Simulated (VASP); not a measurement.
Pd: single point with r2SCAN

Pd:

```
Pd
1.0
     0.00000    1.95615    1.95615
     1.95615    0.00000    1.95615
     1.95615    1.95615    0.00000
Pd
1
Direct
  0.00000 0.00000 0.00000
```

```
Program                : VASP 6.6.1
Task                   : single point
Functional             : r2SCAN
Potentials or basis    : VASP PAW PBE potentials, release 64 (Pd)
Cutoff                 : 520 eV
k mesh                 : 8 × 8 × 8
Occupations            : gaussian, width 0.02 eV
Spin                   : no spin polarisation
Dipole correction      : no
Further INCAR settings : ALGO = Normal; EDIFF = 1e-06; NBANDS = 11
```

```
Pressure               : 0.7 GPa
Band gap on the k mesh : zero (bands 5 and 6 overlap by 1.64 eV)
```

Levels at points of the mesh, in eV from the Fermi level:
```tsv
k point	band 3	band 4	band 5	band 6	band 7	band 8
(0.00, 0.00, 0.00)	-2.90	-2.90	-1.32	-1.32	17.94	22.56
(0.50, 0.00, 0.00)	-2.97	-0.08	-0.08	1.24	7.53	17.31
(0.50, 0.50, 0.00)	-0.14	0.26	0.26	3.59	11.08	13.77
```

It took 9.8 s on 1 thread of Intel(R) Xeon(R) 6975P-C (Granite Rapids), on a shared host, peak memory 0.14 GiB.

Caveat: the PAW data sets were made with another functional, which shifts forces and pressure a little.
